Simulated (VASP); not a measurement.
A run of VASP 6.6.1 is set up as follows.

INCAR

```
ALGO = Normal
EDIFF = 1E-6
ENCUT = 520
GGA = PE
ISIF = 2
ISMEAR = 0
LASPH = True
LCHARG = False
LREAL = False
LWAVE = False
NBANDS = 23
NELM = 100
PREC = Accurate
SIGMA = 0.2
```

Contents of KPOINTS:

```
k-points
0
Gamma
  4 4 4
```

POSCAR

```
CaB6
1.0
    4.1437636980      0.0000000000      0.0000000000
    0.0000000000      4.1437636980      0.0000000000
    0.0000000000      0.0000000000      4.1437636980
Ca B
1 6
Direct
    0.0000000000      0.0000000000      0.0000000000
    0.2013963541      0.5000000000      0.5000000000
    0.5000000000      0.2013963541      0.5000000000
    0.7986036459      0.5000000000      0.5000000000
    0.5000000000      0.7986036459      0.5000000000
    0.5000000000      0.5000000000      0.2013963541
    0.5000000000      0.5000000000      0.7986036459
```

Potentials or basis: VASP PAW PBE potentials, release 64 (Ca_sv, B).

Command:

```sh
$ cat potpaw_PBE.64/Ca_sv/POTCAR potpaw_PBE.64/B/POTCAR > POTCAR
$ mpirun -np 1 vasp_std > vasp.out
```

Problem. Predict the pressure.

Solution. 0.3 GPa.

Problem. What does it give for the band gap on the k mesh?

Solution. 0.15 eV, direct.

Problem. What does it give for the largest force?

Solution. 0.023 eV/Å.

Forces in eV/Å, atoms in the order of the input:
```
Ca   0.000  0.000  0.000
B   -0.023  0.000  0.000
B    0.000 -0.023  0.000
B    0.023  0.000  0.000
B    0.000  0.023  0.000
B    0.000  0.000 -0.023
B    0.000  0.000  0.023
```

A k mesh can miss the band edges.
